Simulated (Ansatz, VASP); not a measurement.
MgO: VASP beside Ansatz

```
Mg O
1.0
     0.00000    2.10850    2.10850
     2.10850    0.00000    2.10850
     2.10850    2.10850    0.00000
Mg O
1 1
Direct
  0.00000 0.00000 0.00000
  0.50000 0.50000 0.50000
```

Alike in both runs: task relaxation of cell and atoms; functional LDA; k mesh 8 × 8 × 8; no spin polarisation.

|  | VASP | Ansatz |
| --- | --- | --- |
| version | VASP 6.6.1 | Ansatz 0.2.0 |
| potentials or method | VASP PAW LDA potentials, release 64 (Mg_sv, O) | scalar-relativistic, plane waves, PAW |
| plane-wave cutoff (eV) | 840 | 420 |
| occupations | gaussian, width 0.01 eV | fixed |
| valence electrons in the cell | 16 | 16 |

```tsv
	VASP	Ansatz	Ansatz less VASP
relaxed volume (Å³/atom)	9.03	8.99	-0.040
relaxed length of the cell vector where the two differ most in proportion (Å)	2.945	2.941	-0.0043
```

LDA's correlation is that of Perdew and Zunger in VASP and of Perdew and Wang (1992) in Ansatz.
